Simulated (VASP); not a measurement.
Runs of VASP 6.6.1 on AlN. The structure is that of space group P6_3/mmc (No. 194), or close to it. The cells are those of the table. 

| cell | gap on the mesh (eV) | pressure (GPa) |
| --- | --- | --- |
| a = 3.312, b = 3.312, c = 4.188 Å, angles 90.0, 90.0, 120.0°, 4 atoms | 3.28 | -8.2 |
| a = 3.290, b = 3.290, c = 4.159 Å, angles 90.0, 90.0, 120.0°, 4 atoms | (a) | -4.1 |
| a = 3.245, b = 3.245, c = 4.102 Å, angles 90.0, 90.0, 120.0°, 4 atoms | 3.75 | 5.4 |
| a = 3.377, b = 3.377, c = 4.270 Å, angles 90.0, 90.0, 120.0°, 4 atoms | (b) | -18.3 |
| a = 3.334, b = 3.334, c = 4.215 Å, angles 90.0, 90.0, 120.0°, 4 atoms | 3.14 | -11.9 |

Alike in all rows: task single point; level LDA; potentials or basis VASP PAW LDA potentials, release 64 (Al, N); no spin polarisation; k mesh 12 × 12 × 6; cutoff (eV) 520; smearing methfessel-paxton 0.05 eV.

Task: Fill in the values left out.

Result: (a) 3.44; (b) 2.85.

A k mesh can miss the band edges.
